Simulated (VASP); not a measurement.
Input of a VASP 6.6.1 run:

The input POSCAR:

```
Y
1.0
    3.6822121358      0.0000000000      0.0000000000
   -1.8411060679      3.1888892517      0.0000000000
    0.0000000000      0.0000000000      5.6969598044
Y
2
Direct
    0.3333333333      0.6666666667      0.2500000000
    0.6666666667      0.3333333333      0.7500000000
```

Contents of INCAR.step1:

```
PREC = Accurate
ENCUT = 520
ISMEAR = 0
SIGMA = 0.1
LREAL = F
LASPH = T
NELM = 100
NBANDS = 18
GGA = PE
ALGO = Normal
EDIFF = 1E-4
LWAVE = T
LCHARG = F
```

INCAR.step2

```
PREC = Accurate
ENCUT = 520
EDIFF = 1E-6
ISMEAR = 0
SIGMA = 0.1
LREAL = F
LASPH = T
NELM = 100
ALGO = Normal
ISIF = 2
LWAVE = F
LCHARG = F
METAGGA = R2SCAN
LMIXTAU = T
NBANDS = 18
ISTART = 1
```

KPOINTS

```
Automatic mesh
0
Gamma
  18 18 10
```

Potentials or basis: VASP PAW PBE potentials, release 64 (Y_sv).

Command:

```bash
$ cat potpaw_PBE.64/Y_sv/POTCAR > POTCAR
$ cp INCAR.step1 INCAR
$ mpirun -np 1 vasp_std > vasp.out
$ cp INCAR.step2 INCAR
$ mpirun -np 1 vasp_std > vasp.out
```

Q: Estimate the pressure.

A: 0.0 GPa.

Q: What does it give for the band gap on the k mesh?

A: Zero (bands 11 and 12 overlap by 1.69 eV).

Caveat: the PAW data sets were made with another functional, which shifts forces and pressure a little.
